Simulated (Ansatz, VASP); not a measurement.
**Hf: VASP beside Ansatz**

File INCAR:

```
ALGO = Normal
EDIFF = 1E-8
ENCUT = 520
GGA = PS
ISIF = 2
ISMEAR = -1
LASPH = T
LCHARG = F
LEFG = T
LREAL = F
LWAVE = F
NBANDS = 11
NELM = 80
PREC = Accurate
SIGMA = 0.05
```

KPOINTS

```
k-points
0
Gamma
  14 14 14
```

File POSCAR:

```
Hf
1.0
   -1.8230500000      1.8230500000      1.8050000000
    1.8230500000     -1.8230500000      1.8050000000
    1.8230500000      1.8230500000     -1.8050000000
Hf
1
Direct
    0.0000000000      0.0000000000      0.0000000000
```

Input for Ansatz:

```yaml
crystal:
  lattice:
    - [-1.82305, 1.82305, 1.805]
    - [1.82305, -1.82305, 1.805]
    - [1.82305, 1.82305, -1.805]
  atoms:
    - { symbol: Hf, position: [0.0, 0.0, 0.0] }
kpoints:
  mp_grid: { grid: [14, 14, 14] }
scf:
  occupations: { method: fermi_dirac, width: 0.05 }
hamiltonian:
  xc: pbesol
  pseudopotentials: { kind: all_electron, datasets: crystal }
output:
  forces: true
  stress: true
  eigenvalues: true
  efg: { contact_densities: true }
```

Change from the starting cell: equal xx and yy strain of +1 %, crystal datasets.

Alike in both runs: task electric field gradients; functional PBEsol; k mesh 14 × 14 × 14; occupations fermi-dirac, width 0.05 eV; no spin polarisation.

|  | VASP | Ansatz |
| --- | --- | --- |
| version | VASP 6.6.1 | Ansatz 0.2.0 |
| potentials or method | VASP PAW PBE potentials, release 64 (Hf_pv), cutoff 520 eV | all-electron PAW with datasets made for the crystal, scalar-relativistic |

Ansatz gave:

- pressure (GPa): -10.4
- traceless stress, the component that is largest in VASP (GPa): -0.39
- size of Vzz on the site where it differs most (V/Å²): 0.8

Question: Which values does VASP return?

Answer: Pressure (GPa): -10.8; traceless stress, the component that is largest in VASP (GPa): -0.40; size of Vzz on the site where it differs most (V/Å²): 0.5.

VASP's potentials were made for PBE, not for PBEsol. Ansatz ran all-electron here, and VASP with PAW potentials.

Neither program's run includes spin-orbit coupling.
